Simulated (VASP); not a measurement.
Runs of VASP 6.6.1 on TiO2. The structure is that of space group P2_1/c (No. 14), or close to it. The cells are those of the table. 

```tsv
cell	gap on the mesh (eV)	pressure (GPa)	largest force (eV/Å)
a = 4.591, b = 4.596, c = 2.942 Å, angles 85.0, 90.0, 90.0°, 6 atoms	1.79	(a)	0.54
a = 4.591, b = 4.593, c = 2.940 Å, angles 92.9, 90.0, 90.0°, 6 atoms	(b)	1.2	0.30
a = 4.591, b = 4.597, c = 2.943 Å, angles 95.7, 90.0, 90.0°, 6 atoms	1.79	3.0	0.63
a = 4.591, b = 4.594, c = 2.941 Å, angles 85.7, 90.0, 90.0°, 6 atoms	1.80	2.0	0.46
```

Alike in all rows: task single point; level PBEsol; potentials or basis VASP PAW PBE potentials, release 64 (Ti_sv, O); no spin polarisation; k mesh 6 × 6 × 10; cutoff (eV) 520; smearing gaussian 0.05 eV.

Task: Estimate the missing entries.

Result: (a) 2.4; (b) 1.82.

Caveats: the PAW data sets were made with another functional, which shifts forces and pressure a little; the cell stands under pressure (at least some runs).

A k mesh can miss the band edges.
